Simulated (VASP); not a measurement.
# GaP (kat) (F-43m) in VASP: vibrations by perturbation theory with LDA

Aim: the vibrations by perturbation theory of GaP (kat) with LDA.

Everything below comes from runs of VASP 6.6.1. Logs are shortened: lines on timing, memory, paths and dates and some standing lists are left out, and cuts for length are marked.

## 1. The cell of the first run

It takes space group F-43m (No. 216, cubic). The conventional cell has a = 5.452 Å, b = 5.452 Å, c = 5.452 Å, α = 90.00°, β = 90.00°, γ = 90.00°. Ga (site symmetry -43m) has 4 P at 2.36 Å within 3.1 Å. P (site symmetry -43m) has 4 Ga at 2.36 Å within 3.1 Å.

## 2. Vibrations by perturbation theory, LDA

File INCAR:

```
SYSTEM = GaP
ALGO = Normal
EDIFF = 1E-8
ENCUT = 520
IBRION = 8
ISIF = 2
ISMEAR = 0
LASPH = .True.
LCHARG = .True.
LEPSILON = .True.
LREAL = .False.
LWAVE = .False.
NBANDS = 16
NELM = 100
NSW = 1
PREC = Accurate
SIGMA = 0.01
```

File KPOINTS:

```
k-points
0
Gamma
  8 8 8
  0 0 0
```

File POSCAR:

```
GaP
1.0
    0.0000000000      2.7258124900      2.7258124900
    2.7258124900      0.0000000000      2.7258124900
    2.7258124900      2.7258124900      0.0000000000
Ga P
1 1
Direct
    0.0000000000      0.0000000000      0.0000000000
    0.7500000000      0.7500000000      0.7500000000
```

Potentials or basis: VASP PAW LDA potentials, release 64 (Ga_d, P).

On the command line:

```bash
$ cat potpaw_LDA.64/Ga_d/POTCAR potpaw_LDA.64/P/POTCAR > POTCAR
$ mpirun -np 1 vasp_std > vasp.out
```

OUTCAR:

```text
SYSTEM = GaP
   EDIFF = 1E-8
   ENCUT = 520
   IBRION = 8
   ISIF = 2
   ISMEAR = 0
   LASPH = .True.
   LEPSILON = .True.
   LREAL = .False.
   NELM = 100
   NSW = 1
   PREC = Accurate

 ion  position               nearest neighbor table
   1  0.000  0.000  0.000-   2 2.36   2 2.36   2 2.36   2 2.36
   2  0.750  0.750  0.750-   1 2.36   1 2.36   1 2.36   1 2.36

  LATTYP: Found a face centered cubic cell.
 ALAT       =     5.4516249800

  Lattice vectors:

 A1 = (   0.0000000000,   2.7258124900,   2.7258124900)
 A2 = (   2.7258124900,   0.0000000000,   2.7258124900)
 A3 = (   2.7258124900,   2.7258124900,   0.0000000000)

Analysis of symmetry for initial positions (statically):
=====================================================================
 Subroutine PRICEL returns:
 Original cell was already a primitive cell.

 Routine SETGRP: Setting up the symmetry group for a
 face centered cubic supercell.

 Subroutine GETGRP returns: Found 24 space group operations
 (whereof 24 operations were pure point group operations)
 out of a pool of 48 trial point group operations.

The static configuration has the point symmetry T_d .

Analysis of symmetry for dynamics (positions and initial velocities):
=====================================================================
 Subroutine PRICEL returns:
 Original cell was already a primitive cell.

 Routine SETGRP: Setting up the symmetry group for a
 face centered cubic supercell.

 Subroutine GETGRP returns: Found 24 space group operations
 (whereof 24 operations were pure point group operations)
 out of a pool of 48 trial point group operations.

The dynamic configuration has the point symmetry T_d .

 Subroutine INISYM returns: Found 24 space group operations
 (whereof 24 operations are pure point group operations),
 and found     1 'primitive' translations

[... 687 lines left out ...]
    -0.01091  0.00000  0.00000
     0.00000  0.00777  6.41660
     0.00000  6.41660  0.00777

 MACROSCOPIC STATIC DIELECTRIC TENSOR (including local field effects in DFT)
 ------------------------------------------------------
          11.919960     0.000000     0.000000
           0.000000    11.919960    -0.000000
           0.000000     0.000000    11.919960
 ------------------------------------------------------

 PIEZOELECTRIC TENSOR (including local field effects)  for field in x, y, z        (e  Angst)
          XX          YY          ZZ          XY          YZ          ZX
  --------------------------------------------------------------------------------
  x     0.00000     0.00000    -0.00000     0.00000     2.05234    -0.00000
  y    -0.00000     0.00000    -0.00000    -0.00000     0.00000     2.05234
  z    -0.00000    -0.00000    -0.00000     2.05234    -0.00000     0.00000

 PIEZOELECTRIC TENSOR (including local field effects)  for field in x, y, z        (C/m^2)
          XX          YY          ZZ          XY          YZ          ZX
  --------------------------------------------------------------------------------
  x     0.00000     0.00000    -0.00000     0.00000     0.81179    -0.00000
  y    -0.00000     0.00000    -0.00000    -0.00000     0.00000     0.81179
  z    -0.00000    -0.00000    -0.00000     0.81179    -0.00000     0.00000

 BORN EFFECTIVE CHARGES (including local field effects) (in |e|, cummulative output)
 ---------------------------------------------------------------------------------
 ion    1
    1     2.18052     0.00000     0.00000
    2     0.00000     2.18052     0.00000
    3     0.00000     0.00000     2.18052
 ion    2
    1    -2.18052     0.00000     0.00000
    2     0.00000    -2.18052     0.00000
    3    -0.00000     0.00000    -2.18052

 INTERNAL STRAIN TENSOR FOR ION    2 for displacements in x,y,z  (eV/Angst):
          X           Y           Z          XY          YZ          ZX
  --------------------------------------------------------------------------------
  x    -0.00000     0.00000     0.00000     0.00000     6.41660     0.00000
  y     0.00000     0.00000     0.00000     0.00000     0.00000     6.41660
  z     0.00000     0.00000    -0.00000     6.41660     0.00000     0.00000

 SECOND DERIVATIVES (NOT SYMMETRIZED)
 ------------------------------------
               1X          1Y          1Z          2X          2Y          2Z
  1X    -9.660927    0.000000    0.000000    9.660927    0.000000    0.000000
  1Y     0.000000   -9.660927    0.000000    0.000000    9.660927    0.000000
  1Z     0.000000    0.000000   -9.660927    0.000000    0.000000    9.660927
  2X     9.676120    0.000000    0.000000   -9.676120    0.000000    0.000000
  2Y     0.000000    9.676120    0.000000    0.000000   -9.676120    0.000000
  2Z     0.000000    0.000000    9.676120    0.000000    0.000000   -9.676120

 Eigenvectors and eigenvalues of the dynamical matrix
 ----------------------------------------------------

   1 f  =   10.498278 THz    65.962626 2PiTHz  350.184857 cm-1    43.417369 meV
             X         Y         Z           dx          dy          dz
      0.000000  0.000000  0.000000     0.000000    0.554312    0.000000
      4.088719  4.088719  4.088719     0.000000   -0.832309    0.000000
[... 21 lines left out ...]
   6 f/i=    0.003806 THz     0.023912 2PiTHz    0.126945 cm-1     0.015739 meV
             X         Y         Z           dx          dy          dz
      0.000000  0.000000  0.000000     0.000000    0.000000    0.832309
      4.088719  4.088719  4.088719     0.000000    0.000000    0.554312

--------------------------------------------------------------------------------------------------------

 MACROSCOPIC STATIC DIELECTRIC TENSOR IONIC CONTRIBUTION
 ------------------------------------------------------
           2.196894     0.000000     0.000000
           0.000000     2.196894     0.000000
           0.000000     0.000000     2.196894
 ------------------------------------------------------

 ELASTIC MODULI CONTR FROM IONIC RELAXATION (kBar)
 Direction    XX          YY          ZZ          XY          YZ          ZX
 --------------------------------------------------------------------------------
 XX          -0.0000      0.0000      0.0000      0.0000      0.0000      0.0000
 YY           0.0000     -0.0000      0.0000      0.0000      0.0000     -0.0000
 ZZ           0.0000      0.0000     -0.0000      0.0000      0.0000      0.0000
 XY           0.0000      0.0000      0.0000   -166.5587      0.0000      0.0000
 YZ           0.0000      0.0000      0.0000      0.0000   -166.5587      0.0000
 ZX           0.0000     -0.0000      0.0000      0.0000      0.0000   -166.5587
 --------------------------------------------------------------------------------

 PIEZOELECTRIC TENSOR IONIC CONTR  for field in x, y, z        (C/m^2)
          XX          YY          ZZ          XY          YZ          ZX
  --------------------------------------------------------------------------------
  x     0.00000     0.00000     0.00000     0.00000    -0.56919     0.00000
  y     0.00000    -0.00000     0.00000     0.00000     0.00000    -0.56919
  z     0.00000     0.00000     0.00000    -0.56919    -0.00000     0.00000
```

OSZICAR:

```text
N       E                     dE             d eps       ncg     rms          rms(c)
DAV:   1     0.794888860592E+02    0.79489E+02   -0.90548E+03   944   0.161E+03
DAV:   2    -0.453411087665E+01   -0.84023E+02   -0.80002E+02  1072   0.309E+02
DAV:   3    -0.106539981890E+02   -0.61199E+01   -0.60963E+01  1120   0.650E+01
DAV:   4    -0.107570829097E+02   -0.10308E+00   -0.10306E+00  1176   0.931E+00
[... 196 lines left out ...]
RMM:   7    -0.476136084197E-01    0.79612E-06    0.72209E-07  6383   0.255E-03    0.499E-04
RMM:   8    -0.476119799807E-01    0.16284E-05    0.13359E-07  6244   0.813E-04    0.155E-04
RMM:   9    -0.476117057444E-01    0.27424E-06    0.24502E-08  6453   0.277E-04    0.188E-05
RMM:  10    -0.476117432406E-01   -0.37496E-07    0.18528E-09  6254   0.104E-04    0.438E-06
RMM:  11    -0.476117454451E-01   -0.22045E-08    0.73845E-09  6454   0.504E-05    0.404E-06
 Linear response finished
```

Run time: 4.5 min. Hardware: 1 thread of Intel Xeon 6975P-C (Granite Rapids), shared host; peak memory 0.28 GiB.

What came out:

| Item | Value |
| --- | --- |
| Electronic dielectric tensor (diagonal) | 11.92 |
| Born charges (mean of the diagonal) | Ga +2.18; P -2.18 e |
| Highest phonon frequency at Γ, LO-TO splitting left out | 350 cm⁻¹ |

Phonon frequencies in cm⁻¹ (negative: imaginary):
| q point | frequencies |
| --- | --- |
| (0.000, 0.000, 0.000) | 0 0 0 350 350 350 |

Electronic dielectric tensor:
```
11.92  0.00  0.00
 0.00 11.92  0.00
 0.00  0.00 11.92
```

Born effective charge tensors (e):
atom 1, Ga
```
2.18 0.00 0.00
0.00 2.18 0.00
0.00 0.00 2.18
```
atom 2, P
```
-2.18  0.00  0.00
 0.00 -2.18  0.00
 0.00  0.00 -2.18
```

Caveat: the cell wasn't relaxed at this level first, which shifts response properties.
